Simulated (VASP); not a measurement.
A run of VASP 6.6.1:

Contents of INCAR:

```
SYSTEM = LiF
ALGO = Normal ; EDIFF = 1E-6
ENCUT = 520 ; GGA = PE
ISIF = 2 ; ISMEAR = -1
LASPH = .True. ; LCHARG = .True.
LELF = .True. ; LREAL = .False.
LVHAR = .True. ; LWAVE = .False.
NBANDS = 12 ; NELM = 80
PREC = Accurate ; SIGMA = 0.02
```

The input KPOINTS:

```
k-points
0
Gamma
  10 10 10
  0 0 0
```

The input POSCAR:

```
LiF
1.0
    2.5552604503      0.0000000000      0.0000000000
    0.0000000000      2.5552604503      0.0000000000
    0.0000000000      0.0000000000      2.5162584444
Li F
1 1
Direct
    0.0000000000      0.0000000000      0.0000000000
    0.5000000000      0.5000000000      0.5000000000
```

Potentials or basis: VASP PAW PBE potentials, release 64 (Li_sv, F).

The run is started by

```bash
$ cat potpaw_PBE.64/Li_sv/POTCAR potpaw_PBE.64/F/POTCAR > POTCAR
$ mpirun -np 1 vasp_std > vasp.out
```

Hardware: 1 thread of Intel(R) Xeon(R) Platinum 8559C (Emerald Rapids) (shared host).

**Question.** How long does it take, and how much memory?

**Answer.** Wall time 9.5 s on 1 thread of Intel(R) Xeon(R) Platinum 8559C (Emerald Rapids), with other jobs on the host, peak memory 0.13 GiB. Counts: scf iterations 11, k points 126.
